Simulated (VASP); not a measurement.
# Ti3Se (Pm-3m) in VASP: a series of runs, part 2 of 2

VASP 6.6.1.

## Step 3: Single point, PBE

This run uses another cell than the first one, of 15.93 Å³/atom, 0.915 times its volume.

INCAR reads:

```
SYSTEM = Ti3Se
PREC = Accurate
ENCUT = 520
EDIFF = 1E-7
ISMEAR = 0
SIGMA = 0.1
LREAL = .FALSE.
LASPH = .TRUE.
NELM = 60
ALGO = Normal
ISIF = 2
LWAVE = .FALSE.
LCHARG = .FALSE.
GGA = PE
NBANDS = 29
```

KPOINTS reads:

```
regular mesh
0
G
  12 12 12
  0 0 0
```

POSCAR reads:

```
Ti3Se
1.0
    3.9938913066      0.0000000000      0.0000000000
    0.0000000000      3.9938913066      0.0000000000
    0.0000000000      0.0000000000      3.9938913066
Ti Se
3 1
Direct
    0.0000000000      0.5000000000      0.5000000000
    0.5000000000      0.0000000000      0.5000000000
    0.5000000000      0.5000000000      0.0000000000
    0.0000000000      0.0000000000      0.0000000000
```

Potentials or basis: VASP PAW PBE potentials, release 64 (Ti_sv, Se).

Run with:

```sh
> cat potpaw_PBE.64/Ti_sv/POTCAR potpaw_PBE.64/Se/POTCAR > POTCAR
> mpirun -np 1 vasp_std > vasp.out
```

OUTCAR:

```text
SYSTEM = Ti3Se
   PREC = Accurate
   ENCUT = 520
   EDIFF = 1E-7
   ISMEAR = 0
   LREAL = .FALSE.
   LASPH = .TRUE.
   NELM = 60
   ISIF = 2
   GGA = PE

 ion  position               nearest neighbor table
   1  0.000  0.500  0.500-   2 2.82   3 2.82   4 2.82   3 2.82   4 2.82   2 2.82   4 2.82   4 2.82
                             2 2.82   3 2.82   3 2.82   2 2.82
   2  0.500  0.000  0.500-   1 2.82   3 2.82   4 2.82   3 2.82   4 2.82   1 2.82   3 2.82   3 2.82
                             1 2.82   4 2.82   4 2.82   1 2.82
   3  0.500  0.500  0.000-   1 2.82   2 2.82   4 2.82   1 2.82   2 2.82   2 2.82   4 2.82   2 2.82
                             1 2.82   4 2.82   1 2.82   4 2.82
   4  0.000  0.000  0.000-   1 2.82   2 2.82   3 2.82   1 2.82   2 2.82   1 2.82   3 2.82   1 2.82
                             2 2.82   3 2.82   2 2.82   3 2.82

  LATTYP: Found a simple cubic cell.
 ALAT       =     3.9938913066

  Lattice vectors:

 A1 = (   3.9938913066,   0.0000000000,   0.0000000000)
 A2 = (   0.0000000000,   3.9938913066,   0.0000000000)
 A3 = (   0.0000000000,   0.0000000000,   3.9938913066)

Analysis of symmetry for initial positions (statically):
=====================================================================
 Subroutine PRICEL returns:
 Original cell was already a primitive cell.

 Routine SETGRP: Setting up the symmetry group for a
 simple cubic supercell.

 Subroutine GETGRP returns: Found 48 space group operations
 (whereof 48 operations were pure point group operations)
 out of a pool of 48 trial point group operations.

The static configuration has the point symmetry O_h .

Analysis of symmetry for dynamics (positions and initial velocities):
=====================================================================
 Subroutine PRICEL returns:
 Original cell was already a primitive cell.

 Routine SETGRP: Setting up the symmetry group for a
 simple cubic supercell.

 Subroutine GETGRP returns: Found 48 space group operations
 (whereof 48 operations were pure point group operations)
 out of a pool of 48 trial point group operations.

The dynamic configuration has the point symmetry O_h .

 Subroutine INISYM returns: Found 48 space group operations
 (whereof 48 operations are pure point group operations),
 and found     1 'primitive' translations

----------------------------------------------------------------------------------------

                                     Primitive cell

  volume of cell :      63.7072

  direct lattice vectors                    reciprocal lattice vectors
     3.993891307  0.000000000  0.000000000     0.250382377  0.000000000  0.000000000
     0.000000000  3.993891307  0.000000000     0.000000000  0.250382377  0.000000000
     0.000000000  0.000000000  3.993891307     0.000000000  0.000000000  0.250382377

  length of vectors
     3.993891307  3.993891307  3.993891307     0.250382377  0.250382377  0.250382377

  position of ions in fractional coordinates (direct lattice)
     0.000000000  0.500000000  0.500000000
     0.500000000  0.000000000  0.500000000
     0.500000000  0.500000000  0.000000000
     0.000000000  0.000000000  0.000000000

  ion indices of the primitive-cell ions
   primitive index   ion index
                 1           1
                 2           2
                 3           3
                 4           4

----------------------------------------------------------------------------------------

 KPOINTS: regular mesh

Automatic generation of k-mesh.
 Grid dimensions read from file:
 generate k-points for:   12   12   12

 Generating k-lattice:

  Cartesian coordinates                     Fractional coordinates (reciprocal lattice)
     0.020865198  0.000000000  0.000000000     0.083333333  0.000000000  0.000000000
     0.000000000  0.020865198  0.000000000     0.000000000  0.083333333  0.000000000
     0.000000000  0.000000000  0.020865198     0.000000000  0.000000000  0.083333333

  Length of vectors
     0.020865198  0.020865198  0.020865198

  Shift w.r.t. Gamma in fractional coordinates (k-lattice)
     0.000000000  0.000000000  0.000000000

 Subroutine IBZKPT returns following result:
 ===========================================

 Found     84 irreducible k-points:

 Following reciprocal coordinates:
            Coordinates               Weight
  0.000000  0.000000  0.000000      1.000000
  0.083333  0.000000  0.000000      6.000000
  0.166667  0.000000  0.000000      6.000000
  0.250000  0.000000  0.000000      6.000000
  0.333333  0.000000  0.000000      6.000000
  0.416667  0.000000  0.000000      6.000000
[... 16 lines left out ...]
  0.333333  0.333333  0.000000     12.000000
  0.416667  0.333333  0.000000     24.000000
 [... further k-points ...]
   k-points           NKPTS =     84   k-points in BZ     NKDIM =     84   number of bands    NBANDS=     29
   number of dos      NEDOS =    301   number of ions     NIONS =      4
   total plane-waves  NPLWV =  27000
   dimension x,y,z NGX =    30 NGY =   30 NGZ =   30
   dimension x,y,z NGXF=    60 NGYF=   60 NGZF=   60
   ions per type =               3   1
   NGX,Y,Z   is equivalent  to a cutoff of  12.49, 12.49, 12.49 a.u.
   NGXF,Y,Z  is equivalent  to a cutoff of  24.98, 24.98, 24.98 a.u.
 SYSTEM =  Ti3Se
   PREC   = accura    normal or accurate (medium, high low for compatibility)
   ISTART =      0    job   : 0-new  1-cont  2-samecut
   ICHARG =      2    charge: 1-file 2-atom 10-const
   ISPIN  =      1    spin polarized calculation?
   LNONCOLLINEAR =      F non collinear calculations
   LSORBIT =      F    spin-orbit coupling
   LASPH  =      T    aspherical Exc in radial PAW
   ENCUT  =  520.0 eV  38.22 Ry    6.18 a.u.   7.43  7.43  7.43*2*pi/ulx,y,z
   NELM   =     60;   NELMIN=  2; NELMDL= -5     # of ELM steps
   EDIFF  = 0.1E-06   stopping-criterion for ELM
   LREAL  =      F    real-space projection
   EDIFFG = 0.1E-05   stopping-criterion for IOM
   NSW    =      0    number of steps for IOM
   IBRION =     -1    ionic relax: 0-MD 1-quasi-New 2-CG
   NFREE  =      0    steps in history (QN), initial steepest desc. (CG)
   ISIF   =      2    stress and relaxation
   ISYM   =      2    0-nonsym 1-usesym 2-fastsym
   POTIM  = 0.5000    time-step for ionic-motion
   TEBEG  =    0.0;   TEEND  =   0.0 temperature during run
   PSTRESS=    0.0 pullay stress
   NELECT =      42.0000    total number of electrons
   NUPDOWN=      -1.0000    fix difference up-down
   EMIN   =  10.00;   EMAX   =-10.00  energy-range for DOS
   EFERMI =   0.00;   METHOD = LEGACY
   ISMEAR =     0;   SIGMA  =   0.10  broadening in eV -4-tet -1-fermi 0-gaus
   EFERMI_NEDOS =   21; number of points for ismear=-14 and -15
   IALGO  =     38    algorithm
   IMIX   =      4    mixing-type and parameters
     AMIX     =   0.40;   BMIX     =  1.00
     AMIX_MAG =   1.60;   BMIX_MAG =  1.00
  volume/ion in A,a.u.               =      15.93       107.48
  Fermi-wavevector in a.u.,A,eV,Ry     =   1.424826  2.692530 27.621565  2.030128
  Thomas-Fermi vector in A             =   2.545275
   LORBIT       =      0    0 simple, 1 ext, 2 COOP (PROOUT), +10 PAW based schemes
   GGA     = PE    functional components
   LHFCALC =     F    Hartree Fock is set to
   AEXX    =    0.0000 exact exchange contribution
   IVDW    =     0    specifies the selected vdW correction
   LEPSILON=     F    determine dielectric tensor
   LRPA    =     F    only Hartree local field effects (RPA)
 non-spin polarized calculation
 Gauss-broadening in eV      SIGMA  =   0.10
  energy-cutoff  :      520.00
  volume of cell :       63.71
 maximum number of plane-waves:      1747
 NGX is ok and might be reduce to    30
   NGX = 15   NGY = 15   NGZ = 15

 number of electron      41.9999988 magnetization

 Free energy of the ion-electron system (eV)
  ---------------------------------------------------
  ext. energy  EPLUGINS =         0.00000000
  ---------------------------------------------------
  free energy    TOTEN  =       -28.32324910 eV

  energy without entropy =      -28.29844017  energy(sigma->0) =      -28.31084463

 E-fermi :   9.6514     XC(G=0): -11.8309

 val. band max:        9.6446232744   @ k =   0.4167   0.0000   0.0000
 cond. band min:       9.6518839542   @ k =   0.5000   0.0833   0.0000
 fundamental gap:      0.0072606798
 Fermi energy:         9.6513525890

 k-point     1 :       0.0000    0.0000    0.0000
  band No.  band energies     occupation
      1     -47.0335      2.00000
      2     -46.8589      2.00000
      3     -46.8589      2.00000
      4     -23.5470      2.00000
      5     -23.5470      2.00000
      6     -23.5470      2.00000
[... 757 lines left out ...]
     28      11.7858      0.00000
     29      12.5727      0.00000

 [... further k-points ...]
[... 5 lines left out ...]
  --------------------------------------------------------------------------------------
  -------------------------------------------------------------------------------------
  Total       -0.0166936     -0.0166936     -0.0166936     -0.0000000     -0.0000000      0.0000000
  in kB       -0.4198274     -0.4198274     -0.4198274     -0.0000000     -0.0000000      0.0000000
  external PRESSURE =      -0.4198274 kB  Pullay stress =       0.0000000 kB

 VOLUME and BASIS-vectors are now :
 -----------------------------------------------------------------------------
  energy-cutoff  :      520.00
  volume of cell :       63.71
      direct lattice vectors                 reciprocal lattice vectors
     3.993891307  0.000000000  0.000000000     0.250382377  0.000000000  0.000000000
     0.000000000  3.993891307  0.000000000     0.000000000  0.250382377  0.000000000
     0.000000000  0.000000000  3.993891307     0.000000000  0.000000000  0.250382377

 POSITION                                       TOTAL-FORCE (eV/Angst)
 -----------------------------------------------------------------------------------
      0.00000      1.99695      1.99695         0.000000      0.000000      0.000000
      1.99695      0.00000      1.99695         0.000000      0.000000      0.000000
      1.99695      1.99695      0.00000         0.000000      0.000000      0.000000
      0.00000      0.00000      0.00000         0.000000      0.000000      0.000000
 -----------------------------------------------------------------------------------
    total drift:                                0.000000      0.000000     -0.000000

  FREE ENERGIE OF THE ION-ELECTRON SYSTEM (eV)
  ---------------------------------------------------
  free  energy   TOTEN  =       -28.3232490952 eV

  energy  without entropy=      -28.2984401699  energy(sigma->0) =      -28.31084463
```

OSZICAR:

```text
N       E                     dE             d eps       ncg     rms          rms(c)
DAV:   1     0.516435320978E+03    0.51644E+03   -0.21508E+04  4880   0.177E+03
DAV:   2     0.330970273856E+02   -0.48334E+03   -0.47292E+03  4917   0.520E+02
DAV:   3    -0.246153825118E+02   -0.57712E+02   -0.55958E+02  8043   0.154E+02
DAV:   4    -0.303996860365E+02   -0.57843E+01   -0.57389E+01  7344   0.445E+01
DAV:   5    -0.306697727360E+02   -0.27009E+00   -0.26972E+00  7168   0.825E+00    0.156E+01
DAV:   6    -0.284172341570E+02    0.22525E+01   -0.89420E+00  6869   0.254E+01    0.480E+00
DAV:   7    -0.283034025408E+02    0.11383E+00   -0.84244E-01  6735   0.536E+00    0.223E+00
DAV:   8    -0.283167559808E+02   -0.13353E-01   -0.12780E-01  6894   0.212E+00    0.929E-01
DAV:   9    -0.283241124516E+02   -0.73565E-02   -0.38722E-02  6919   0.130E+00    0.310E-01
DAV:  10    -0.283232609308E+02    0.85152E-03   -0.94190E-03  6826   0.719E-01    0.987E-02
DAV:  11    -0.283232840823E+02   -0.23152E-04   -0.48199E-04  7224   0.146E-01    0.421E-02
DAV:  12    -0.283232483108E+02    0.35772E-04   -0.54262E-05  7057   0.590E-02    0.736E-03
DAV:  13    -0.283232489242E+02   -0.61347E-06   -0.37376E-06  6730   0.125E-02    0.372E-03
DAV:  14    -0.283232490020E+02   -0.77744E-07   -0.29991E-06  6672   0.133E-02    0.128E-03
DAV:  15    -0.283232491038E+02   -0.10177E-06   -0.11146E-07  4004   0.258E-03    0.905E-04
DAV:  16    -0.283232490952E+02    0.86029E-08   -0.54397E-08  3406   0.160E-03
   1 F= -.28323249E+02 E0= -.28310845E+02  d E =-.248089E-01
```

stdout:

```text
POSCAR found type information on POSCAR TiSe
 POSCAR found :  2 types and       4 ions
 scaLAPACK will be used
 LDA part: xc-table for (Slater+PW92), standard interpolation
 POSCAR, INCAR and KPOINTS ok, starting setup
 FFT: planning ... GRIDC
 FFT: planning ... GRID_SOFT
 FFT: planning ... GRID
 WAVECAR not read
 entering main loop
```

It took 2.1 min on 1 thread of Intel Xeon Platinum 8488C (Sapphire Rapids), shared host; peak memory 0.26 GiB.

Results:

```
Free energy            : -28.3232 eV
Pressure               : 0.0 GPa
Band gap on the k mesh : zero (band 21 reaches 10.07 eV, above the bottom of band 22 at 8.03 eV)
```

## Step 4: Relaxation of cell and atoms, PBE

This run uses another cell than the first one, of 15.89 Å³/atom, 0.913 times its volume.

INCAR reads:

```
PREC = Accurate
ENCUT = 600
EDIFF = 1E-6
ISMEAR = 0
SIGMA = 0.1
LREAL = False
LASPH = True
NELM = 100
ALGO = Normal
ISIF = 3
LWAVE = False
LCHARG = False
GGA = PE
IBRION = 2
NSW = 100
EDIFFG = -0.01
```

KPOINTS reads:

```
Automatic mesh
0
Gamma
  12 12 12
```

POSCAR reads:

```
Ti3Se
1.0
    3.9906267348      0.0000000000      0.0000000000
    0.0000000000      3.9906267348      0.0000000000
    0.0000000000      0.0000000000      3.9906267348
Ti Se
3 1
Direct
    0.0000000000      0.5000000000      0.5000000000
    0.5000000000      0.0000000000      0.5000000000
    0.5000000000      0.5000000000      0.0000000000
    0.0000000000      0.0000000000      0.0000000000
```

Potentials or basis: VASP PAW PBE potentials, release 64 (Ti_sv, Se).

Run with:

```sh
> cat potpaw_PBE.64/Ti_sv/POTCAR potpaw_PBE.64/Se/POTCAR > POTCAR
> mpirun -np 1 vasp_std > vasp.out
```

OUTCAR:

```text
PREC = Accurate
   ENCUT = 600
   EDIFF = 1E-6
   ISMEAR = 0
   LREAL = False
   LASPH = True
   NELM = 100
   ISIF = 3
   GGA = PE
   IBRION = 2
   NSW = 100
   EDIFFG = -0.01

 ion  position               nearest neighbor table
   1  0.000  0.500  0.500-   2 2.82   3 2.82   4 2.82   3 2.82   4 2.82   2 2.82   4 2.82   4 2.82
                             2 2.82   3 2.82   3 2.82   2 2.82
   2  0.500  0.000  0.500-   1 2.82   3 2.82   4 2.82   3 2.82   4 2.82   1 2.82   3 2.82   3 2.82
                             1 2.82   4 2.82   4 2.82   1 2.82
   3  0.500  0.500  0.000-   1 2.82   2 2.82   4 2.82   1 2.82   2 2.82   2 2.82   4 2.82   2 2.82
                             1 2.82   4 2.82   1 2.82   4 2.82
   4  0.000  0.000  0.000-   1 2.82   2 2.82   3 2.82   1 2.82   2 2.82   1 2.82   3 2.82   1 2.82
                             2 2.82   3 2.82   2 2.82   3 2.82

  LATTYP: Found a simple cubic cell.
[... 265 lines left out ...]

 Free energy of the ion-electron system (eV)
  ---------------------------------------------------
  ext. energy  EPLUGINS =         0.00000000
  ---------------------------------------------------
  free energy    TOTEN  =       -28.32319092 eV

  energy without entropy =      -28.29838426  energy(sigma->0) =      -28.31078759

 E-fermi :   9.6555     XC(G=0): -11.8326

 val. band max:        9.6489147454   @ k =   0.5000   0.5000   0.2500
 cond. band min:       9.6561267496   @ k =   0.5000   0.0833   0.0000
 fundamental gap:      0.0072120043
 Fermi energy:         9.6555144615

 k-point     1 :       0.0000    0.0000    0.0000
  band No.  band energies     occupation
      1     -47.0285      2.00000
      2     -46.8535      2.00000
      3     -46.8535      2.00000
      4     -23.5428      2.00000
      5     -23.5428      2.00000
      6     -23.5428      2.00000
[... 661 lines left out ...]
     24      10.7555      0.00000
     25      11.2147      0.00000

 [... further k-points ...]
[... 5 lines left out ...]
  --------------------------------------------------------------------------------------
  -------------------------------------------------------------------------------------
  Total        0.0035620      0.0035620      0.0035620      0.0000000     -0.0000000     -0.0000000
  in kB        0.0896133      0.0896133      0.0896133      0.0000000     -0.0000000     -0.0000000
  external PRESSURE =       0.0896133 kB  Pullay stress =       0.0000000 kB
[... 19 lines left out ...]
  FREE ENERGIE OF THE ION-ELECTRON SYSTEM (eV)
  ---------------------------------------------------
  free  energy   TOTEN  =       -28.3231909205 eV

  energy  without entropy=      -28.2983842649  energy(sigma->0) =      -28.31078759

 reached required accuracy - stopping structural energy minimisation
```

OSZICAR:

```text
N       E                     dE             d eps       ncg     rms          rms(c)
DAV:   1     0.530399191743E+03    0.53040E+03   -0.24213E+04  4208   0.224E+03
DAV:   2     0.368527512524E+02   -0.49355E+03   -0.48970E+03  4201   0.609E+02
DAV:   3    -0.241289401401E+02   -0.60982E+02   -0.59852E+02  7400   0.176E+02
[... 26 lines left out ...]
DAV:   3    -0.283231594925E+02    0.11090E-03   -0.55931E-04  5253   0.150E-01    0.267E-02
DAV:   4    -0.283231702307E+02   -0.10738E-04   -0.17792E-04  6399   0.713E-02    0.941E-03
DAV:   5    -0.283231830926E+02   -0.12862E-04   -0.46216E-05  6813   0.456E-02    0.146E-02
DAV:   6    -0.283231844114E+02   -0.13188E-05   -0.64791E-06  4766   0.159E-02    0.114E-02
DAV:   7    -0.283231916682E+02   -0.72568E-05   -0.14727E-05  4437   0.289E-02    0.126E-02
DAV:   8    -0.283231909205E+02    0.74774E-06   -0.46542E-06  5195   0.157E-02
   3 F= -.28323191E+02 E0= -.28310788E+02  d E =-.977875E-04
```

Run time: 3.4 min. Hardware: 1 thread of Intel Xeon Platinum 8488C (Sapphire Rapids), shared host; peak memory 0.28 GiB.

Results:

- Free energy: -28.3232 eV
- Relaxed volume: 15.92 Å³/atom
- Relaxed cell: a = 3.993 Å, b = 3.993 Å, c = 3.993 Å, α = 90.00°, β = 90.00°, γ = 90.00°
- Space group after relaxing (to 0.05 Å): Pm-3m (No. 221)
- Energy gained by relaxing: 0.0 meV/atom
- Ionic steps: 3
- Pressure after relaxing: 0.0 GPa
- Band gap on the k mesh: zero (band 21 reaches 10.07 eV, above the bottom of band 22 at 8.03 eV)

Final structure:
```xyz
4
Lattice="3.9934 0.0000 0.0000 0.0000 3.9934 0.0000 0.0000 0.0000 3.9934" Properties=species:S:1:pos:R:3 pbc="T T T"
Ti    0.0000    1.9967    1.9967
Ti    1.9967    0.0000    1.9967
Ti    1.9967    1.9967    0.0000
Se    0.0000    0.0000    0.0000
```

## Step 5: Overview

```csv
task,spin,cell,k mesh,cutoff (eV),gap on the mesh (eV),pressure (GPa)
single point,"collinear, ferromagnetic start","a = 4.113 Å, 4 atoms",4 × 4 × 4,520,none,-8.8
single point,off,"a = 3.994 Å, 4 atoms",12 × 12 × 12,520,none,0.0
relaxation of cell and atoms,off,"relaxed from a = 3.991 Å, 4 atoms",12 × 12 × 12,600,none,0.0
```

Alike in all rows: level PBE; potentials or basis VASP PAW PBE potentials, release 64 (Ti_sv, Se); smearing gaussian 0.1 eV.

Caveats: some runs use coarse meshes.

Absolute energies hang on the potentials; compare differences alone.
